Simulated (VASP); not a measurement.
# MgO (P-6m2) in VASP: a series of runs

Runs on MgO. Level: LDA. Tasks: single point.

All numbers are computed with VASP 6.6.1; they aren't measurements. Logs are shortened: lines on timing, memory, paths and dates and some standing lists are left out, and cuts for length are marked.

**1. The cell of the first run**

Symmetry: P-6m2, No. 187, hexagonal system. Conventional cell: a = 2.982 Å, b = 2.982 Å, c = 2.720 Å, α = 90.00°, β = 90.00°, γ = 120.00°. Within 3.0 Å of Mg (site symmetry -6m2) lie 6 O at 2.19 Å and 8 Mg at 2.72 to 2.98 Å. Within 3.0 Å of O (site symmetry -6m2) lie 6 Mg at 2.19 Å and 8 O at 2.72 to 2.98 Å.

**2. Single point, LDA (strain +0.015 along x and y, +0.015 along z)**

The input, INCAR:

```
SYSTEM = MgO
  PREC = Accurate
  ENCUT = 750
  EDIFF = 1E-6
  ISMEAR = 0
  SIGMA = 0.05
  LREAL = .FALSE.
  LASPH = .TRUE.
  NELM = 120
  ALGO = Normal
  ISIF = 2
  LWAVE = .FALSE.
  LCHARG = .FALSE.
  GGA = CA
  NBANDS = 15
  GGA_COMPAT = .FALSE.
```

The input, KPOINTS:

```
regular mesh
0
G
  9 9 8
  0 0 0
```

The input, POSCAR:

```
MgO
1.0
    2.9820912170      0.0000000000      0.0000000000
   -1.4910456085      2.5825667503      0.0000000000
    0.0000000000      0.0000000000      2.7198752000
Mg O
1 1
Direct
    0.0000000000      0.0000000000      0.0000000000
    0.3333333333      0.6666666667      0.5000000000
```

Potentials or basis: VASP PAW LDA potentials, release 64 (Mg_sv, O).

The run is started by

```sh
cat potpaw_LDA.64/Mg_sv/POTCAR potpaw_LDA.64/O/POTCAR > POTCAR
mpirun -np 1 vasp_std > vasp.out
```

OUTCAR:

```text
SYSTEM = MgO
   PREC = Accurate
   ENCUT = 750
   EDIFF = 1E-6
   ISMEAR = 0
   LREAL = .FALSE.
   LASPH = .TRUE.
   NELM = 120
   ISIF = 2
   GGA = CA

 ion  position               nearest neighbor table
   1  0.000  0.000  0.000-
   2  0.333  0.667  0.500-

  LATTYP: Found a hexagonal cell.
 ALAT       =     2.9820912170
 C/A-ratio  =     0.9120697531

  Lattice vectors:

 A1 = (   2.9820912170,   0.0000000000,   0.0000000000)
 A2 = (  -1.4910456085,   2.5825667503,   0.0000000000)
 A3 = (   0.0000000000,   0.0000000000,   2.7198752000)

Analysis of symmetry for initial positions (statically):
=====================================================================
 Subroutine PRICEL returns:
 Original cell was already a primitive cell.

 Routine SETGRP: Setting up the symmetry group for a
 hexagonal supercell.

 Subroutine GETGRP returns: Found 12 space group operations
 (whereof 12 operations were pure point group operations)
 out of a pool of 24 trial point group operations.

The static configuration has the point symmetry D_3h.

Analysis of symmetry for dynamics (positions and initial velocities):
=====================================================================
 Subroutine PRICEL returns:
 Original cell was already a primitive cell.

 Routine SETGRP: Setting up the symmetry group for a
 hexagonal supercell.

 Subroutine GETGRP returns: Found 12 space group operations
 (whereof 12 operations were pure point group operations)
 out of a pool of 24 trial point group operations.

The dynamic configuration has the point symmetry D_3h.

 Subroutine INISYM returns: Found 12 space group operations
 (whereof 12 operations are pure point group operations),
 and found     1 'primitive' translations

----------------------------------------------------------------------------------------

                                     Primitive cell

  volume of cell :      20.9470

  direct lattice vectors                    reciprocal lattice vectors
     2.982091217  0.000000000  0.000000000     0.335335148  0.193605838  0.000000000
    -1.491045608  2.582566750  0.000000000     0.000000000  0.387211676  0.000000000
     0.000000000  0.000000000  2.719875200     0.000000000  0.000000000  0.367663928

  length of vectors
     2.982091217  2.982091217  2.719875200     0.387211676  0.387211676  0.367663928

  position of ions in fractional coordinates (direct lattice)
     0.000000000  0.000000000  0.000000000
     0.333333333  0.666666667  0.500000000

  ion indices of the primitive-cell ions
   primitive index   ion index
                 1           1
                 2           2

----------------------------------------------------------------------------------------

 KPOINTS: regular mesh

Automatic generation of k-mesh.
 Grid dimensions read from file:
 generate k-points for:    9    9    8

 Generating k-lattice:

  Cartesian coordinates                     Fractional coordinates (reciprocal lattice)
     0.037259461  0.021511760  0.000000000     0.111111111  0.000000000  0.000000000
     0.000000000  0.043023520  0.000000000     0.000000000  0.111111111  0.000000000
     0.000000000  0.000000000  0.045957991     0.000000000  0.000000000  0.125000000

  Length of vectors
     0.043023520  0.043023520  0.045957991

  Shift w.r.t. Gamma in fractional coordinates (k-lattice)
     0.000000000  0.000000000  0.000000000

 Subroutine IBZKPT returns following result:
 ===========================================

 Found     60 irreducible k-points:

 Following reciprocal coordinates:
            Coordinates               Weight
  0.000000  0.000000  0.000000      1.000000
  0.111111 -0.000000  0.000000      6.000000
  0.222222  0.000000  0.000000      6.000000
  0.333333  0.000000  0.000000      6.000000
  0.444444  0.000000  0.000000      6.000000
  0.111111  0.111111  0.000000      6.000000
[... 16 lines left out ...]
  0.333333  0.222222  0.125000     24.000000
  0.333333  0.333333  0.125000      4.000000
 [... further k-points ...]
   k-points           NKPTS =     60   k-points in BZ     NKDIM =     60   number of bands    NBANDS=     15
   number of dos      NEDOS =    301   number of ions     NIONS =      2
   total plane-waves  NPLWV =  18816
   dimension x,y,z NGX =    28 NGY =   28 NGZ =   24
   dimension x,y,z NGXF=    56 NGYF=   56 NGZF=   48
   ions per type =               1   1
   NGX,Y,Z   is equivalent  to a cutoff of  15.61, 15.61, 14.67 a.u.
   NGXF,Y,Z  is equivalent  to a cutoff of  31.22, 31.22, 29.34 a.u.
 SYSTEM =  MgO
   PREC   = accura    normal or accurate (medium, high low for compatibility)
   ISTART =      0    job   : 0-new  1-cont  2-samecut
   ICHARG =      2    charge: 1-file 2-atom 10-const
   ISPIN  =      1    spin polarized calculation?
   LNONCOLLINEAR =      F non collinear calculations
   LSORBIT =      F    spin-orbit coupling
   LASPH  =      T    aspherical Exc in radial PAW
   ENCUT  =  750.0 eV  55.12 Ry    7.42 a.u.   6.66  6.66  6.07*2*pi/ulx,y,z
   NELM   =    120;   NELMIN=  2; NELMDL= -5     # of ELM steps
   EDIFF  = 0.1E-05   stopping-criterion for ELM
   LREAL  =      F    real-space projection
   EDIFFG = 0.1E-04   stopping-criterion for IOM
   NSW    =      0    number of steps for IOM
   IBRION =     -1    ionic relax: 0-MD 1-quasi-New 2-CG
   NFREE  =      0    steps in history (QN), initial steepest desc. (CG)
   ISIF   =      2    stress and relaxation
   ISYM   =      2    0-nonsym 1-usesym 2-fastsym
   POTIM  = 0.5000    time-step for ionic-motion
   TEBEG  =    0.0;   TEEND  =   0.0 temperature during run
   PSTRESS=    0.0 pullay stress
   NELECT =      16.0000    total number of electrons
   NUPDOWN=      -1.0000    fix difference up-down
   EMIN   =  10.00;   EMAX   =-10.00  energy-range for DOS
   EFERMI =   0.00;   METHOD = LEGACY
   ISMEAR =     0;   SIGMA  =   0.05  broadening in eV -4-tet -1-fermi 0-gaus
   EFERMI_NEDOS =   21; number of points for ismear=-14 and -15
   IALGO  =     38    algorithm
   IMIX   =      4    mixing-type and parameters
     AMIX     =   0.40;   BMIX     =  1.00
     AMIX_MAG =   1.60;   BMIX_MAG =  1.00
  volume/ion in A,a.u.               =      10.47        70.68
  Fermi-wavevector in a.u.,A,eV,Ry     =   1.496492  2.827959 30.470080  2.239488
  Thomas-Fermi vector in A             =   2.608501
   LORBIT       =      0    0 simple, 1 ext, 2 COOP (PROOUT), +10 PAW based schemes
   GGA     = CA    functional components
   LHFCALC =     F    Hartree Fock is set to
   AEXX    =    0.0000 exact exchange contribution
   IVDW    =     0    specifies the selected vdW correction
   LEPSILON=     F    determine dielectric tensor
   LRPA    =     F    only Hartree local field effects (RPA)
 non-spin polarized calculation
 Gauss-broadening in eV      SIGMA  =   0.05
  energy-cutoff  :      750.00
  volume of cell :       20.95
 maximum number of plane-waves:      1008
 NGX is ok and might be reduce to    28
   NGX = 13   NGY = 13   NGZ = 13

 number of electron      15.9999989 magnetization

 Free energy of the ion-electron system (eV)
  ---------------------------------------------------
  ext. energy  EPLUGINS =         0.00000000
  ---------------------------------------------------
  free energy    TOTEN  =       -12.43702444 eV

  energy without entropy =      -12.43702444  energy(sigma->0) =      -12.43702444

 E-fermi :   2.8463     XC(G=0): -11.3283

 val. band max:        2.3916873109   @ k =   0.3333   0.3333   0.0000
 cond. band min:       5.0326542973   @ k =   0.0000   0.0000   0.0000
 fundamental gap:      2.6409669864
 Fermi energy:         2.8462909689

 k-point     1 :       0.0000    0.0000    0.0000
  band No.  band energies     occupation
      1     -70.1103      2.00000
      2     -37.5920      2.00000
      3     -37.5920      2.00000
      4     -37.5381      2.00000
      5     -14.5267      2.00000
      6       1.8199      2.00000
      7       1.8199      2.00000
      8       1.9977      2.00000
      9       5.0327      0.00000
     10      13.8828      0.00000
     11      17.3338      0.00000
     12      17.3338      0.00000
     13      21.5716      0.00000
     14      22.2924      0.00000
     15      23.9096      0.00000

 k-point     2 :       0.1111   -0.0000    0.0000
  band No.  band energies     occupation
      1     -70.1097      2.00000
      2     -37.5993      2.00000
      3     -37.5937      2.00000
      4     -37.5374      2.00000
      5     -14.4219      2.00000
      6       1.0309      2.00000
      7       1.7315      2.00000
      8       2.0361      2.00000
      9       5.7873      0.00000
     10      13.8415      0.00000
     11      16.3070      0.00000
     12      17.6180      0.00000
     13      22.1119      0.00000
     14      22.5950      0.00000
     15      24.1326      0.00000

 k-point     3 :       0.2222    0.0000    0.0000
  band No.  band energies     occupation
      1     -70.1079      2.00000
      2     -37.6175      2.00000
      3     -37.5979      2.00000
      4     -37.5355      2.00000
      5     -14.1432      2.00000
      6      -0.3440      2.00000
      7       1.5175      2.00000
      8       2.1357      2.00000
      9       7.0740      0.00000
     10      13.1300      0.00000
     11      15.7307      0.00000
     12      18.2845      0.00000
     13      21.6229      0.00000
     14      22.3939      0.00000
     15      24.9384      0.00000
[... 343 lines left out ...]
 k-point    23 :       0.3333    0.2222    0.1250
  band No.  band energies     occupation
      1     -70.1027      2.00000
      2     -37.6420      2.00000
      3     -37.6189      2.00000
      4     -37.5452      2.00000
      5     -13.3628      2.00000
      6      -1.6079      2.00000
      7      -0.0838      2.00000
      8       1.7481      2.00000
      9       9.9235      0.00000
     10      12.5145      0.00000
     11      14.8008      0.00000
     12      18.4571      0.00000
     13      19.7079      0.00000
     14      22.8979      0.00000
     15      25.7897      0.00000

 k-point    24 :       0.3333    0.3333    0.1250
  band No.  band energies     occupation
      1     -70.1023      2.00000
      2     -37.6352      2.00000
      3     -37.6299      2.00000
      4     -37.5447      2.00000
      5     -13.3009      2.00000
      6      -1.0525      2.00000
      7      -0.9906      2.00000
      8       1.7861      2.00000
      9      10.2830      0.00000
     10      13.0175      0.00000
     11      14.0397      0.00000
     12      18.8228      0.00000
     13      19.5036      0.00000
     14      23.0826      0.00000
     15      25.4656      0.00000

 [... further k-points ...]

------------------------ aborting loop because EDIFF is reached ----------------------------------------

  FORCE on cell =-STRESS in cart. coord.  units (eV):
  Direction    XX          YY          ZZ          XY          YZ          ZX
  --------------------------------------------------------------------------------------
  -------------------------------------------------------------------------------------
  Total       -1.7827469     -1.7827469     -2.1035117      0.0000000     -0.0000000      0.0000000
  in kB     -136.3574319   -136.3574319   -160.8918525      0.0000000     -0.0000000      0.0000000
  external PRESSURE =    -144.5355721 kB  Pullay stress =       0.0000000 kB

 VOLUME and BASIS-vectors are now :
 -----------------------------------------------------------------------------
  energy-cutoff  :      750.00
  volume of cell :       20.95
      direct lattice vectors                 reciprocal lattice vectors
     2.982091217  0.000000000  0.000000000     0.335335148  0.193605838  0.000000000
    -1.491045608  2.582566750  0.000000000     0.000000000  0.387211676  0.000000000
     0.000000000  0.000000000  2.719875200     0.000000000  0.000000000  0.367663928

 POSITION                                       TOTAL-FORCE (eV/Angst)
 -----------------------------------------------------------------------------------
      0.00000      0.00000      0.00000         0.000000     -0.000000      0.000000
     -0.00000      1.72171      1.35994        -0.000000      0.000000      0.000000
 -----------------------------------------------------------------------------------
    total drift:                                0.000000     -0.000000     -0.000000

  FREE ENERGIE OF THE ION-ELECTRON SYSTEM (eV)
  ---------------------------------------------------
  free  energy   TOTEN  =       -12.4370244353 eV

  energy  without entropy=      -12.4370244353  energy(sigma->0) =      -12.43702444
```

Wall time 10 s (1 thread of Intel Xeon 6975P-C (Granite Rapids), shared host); peak memory 0.14 GiB.

Results:

- Free energy: -12.4370 eV
- Pressure: -14.5 GPa
- Band gap on the k mesh: 2.64 eV (least direct gap 3.04 eV)

Levels at points of the mesh, in eV from the valence-band top:
| k point | band 6 | band 7 | band 8 | band 9 | band 10 | band 11 |
| --- | --- | --- | --- | --- | --- | --- |
| (0.00, 0.00, 0.00) | -0.57 | -0.57 | -0.39 | 2.64 | 11.49 | 14.94 |
| (0.00, 0.00, 0.50) | -5.20 | -0.08 | -0.08 | 7.78 | 8.52 | 16.99 |

Caveat: the cell differs from its parent crystal (strain +0.015 along x and y, +0.015 along z); the cell stands under tension; an odd mesh through Γ misses points on the zone boundary, where band edges can lie.

**3. Single point, LDA (strain +0.015 along x and y, +0.030 along z)**

The input, INCAR:

```
SYSTEM = MgO
ALGO = Normal
EDIFF = 1E-6
ENCUT = 750
GGA = CA
GGA_COMPAT = .False.
ISIF = 2
ISMEAR = 0
LASPH = .True.
LCHARG = .False.
LREAL = .False.
LWAVE = .False.
NBANDS = 15
NELM = 120
PREC = Accurate
SIGMA = 0.05
```

The input, KPOINTS:

```
k-points
0
Gamma
  9 9 8
  0 0 0
```

Edit POSCAR of step 2 so:

```diff
@@ -4,3 +4,3 @@
    -1.4910456085      2.5825667503      0.0000000000
-    0.0000000000      0.0000000000      2.7198752000
+    0.0000000000      0.0000000000      2.7600704000
 Mg O
```

Potentials or basis: VASP PAW LDA potentials, release 64 (Mg_sv, O).

The run is started by

```sh
cat potpaw_LDA.64/Mg_sv/POTCAR potpaw_LDA.64/O/POTCAR > POTCAR
mpirun -np 1 vasp_std > vasp.out
```

It took 12 s on 1 thread of Intel Xeon 6975P-C (Granite Rapids), shared host; peak memory 0.15 GiB.

Results (log left out):

```
Free energy            : -12.4014 eV
Pressure               : -16.1 GPa
Band gap on the k mesh : 2.54 eV (least direct gap 2.99 eV)
```

Stress tensor (GPa, compression positive):
```
-12.85   0.00   0.00
  0.00 -12.85   0.00
  0.00   0.00 -22.63
```

Levels at points of the mesh, in eV from the valence-band top:
```csv
k point,band 6,band 7,band 8,band 9,band 10,band 11
"(0.00, 0.00, 0.00)",-0.48,-0.45,-0.45,2.54,11.41,15.06
"(0.00, 0.00, 0.50)",-5.15,0.00,0.00,7.78,8.34,16.96
```

Caveat: the cell differs from its parent crystal (strain +0.015 along x and y, +0.030 along z); the cell stands under tension; an odd mesh through Γ misses points on the zone boundary, where band edges can lie.

**4. Single point, LDA (strain -0.030 along x and y, +0.000 along z)**

The input, INCAR:

```
SYSTEM = MgO
PREC = Accurate
ENCUT = 750
EDIFF = 1E-6
ISMEAR = 0
SIGMA = 0.05
LREAL = .False.
LASPH = .True.
NELM = 120
ALGO = Normal
ISIF = 2
LWAVE = .False.
LCHARG = .False.
GGA = CA
NBANDS = 15
GGA_COMPAT = .False.
```

The input, KPOINTS:

```
Automatic mesh
0
Gamma
  9 9 8
  0 0 0
```

The input, POSCAR:

```
MgO
1.0
    2.8498802763      0.0000000000      0.0000000000
   -1.4249401382      2.4680687170      0.0000000000
    0.0000000000      0.0000000000      2.6796800000
Mg O
1 1
Direct
    0.0000000000      0.0000000000      0.0000000000
    0.3333333333      0.6666666667      0.5000000000
```

The run is started by

```sh
cat potpaw_LDA.64/Mg_sv/POTCAR potpaw_LDA.64/O/POTCAR > POTCAR
mpirun -np 1 vasp_std > vasp.out
```

Wall time 21 s (1 thread of Intel Xeon Platinum 8488C (Sapphire Rapids), shared host); peak memory 0.14 GiB.

It converged, with:

```
Free energy            : -12.5158 eV
Pressure               : -1.8 GPa
Band gap on the k mesh : 3.34 eV (least direct gap 3.82 eV)
```

Stress tensor (GPa, compression positive):
```
  3.65   0.00   0.00
  0.00   3.65   0.00
  0.00   0.00 -12.68
```

Levels at points of the mesh, in eV from the valence-band top:
```
           k point  band 6  band 7  band 8  band 9  band 10  band 11
(0.00, 0.00, 0.00)   -0.71   -0.48   -0.48    3.34    11.68    16.24
(0.00, 0.00, 0.50)   -5.81    0.00    0.00    8.88     9.16    17.83
```

Caveat: the cell differs from its parent crystal (strain -0.030 along x and y, +0.000 along z); an odd mesh through Γ misses points on the zone boundary, where band edges can lie.

**5. The runs side by side**

```tsv
cell	gap on the mesh (eV)	pressure (GPa)
a = 2.982, b = 2.982, c = 2.720 Å, angles 90.0, 90.0, 120.0°, 2 atoms	2.64	-14.5
a = 2.982, b = 2.982, c = 2.760 Å, angles 90.0, 90.0, 120.0°, 2 atoms	2.54	-16.1
a = 2.850, b = 2.850, c = 2.680 Å, angles 90.0, 90.0, 120.0°, 2 atoms	3.34	-1.8
```

Alike in all rows: task single point; level LDA; potentials or basis VASP PAW LDA potentials, release 64 (Mg_sv, O); no spin polarisation; k mesh 9 × 9 × 8; cutoff (eV) 750; smearing gaussian 0.05 eV.

Caveats: an odd mesh through Γ misses points on the zone boundary, where band edges can lie; the cell stands under tension (at least some runs).

Total energies depend on the potentials used, so only differences within one code and one set of settings carry meaning.
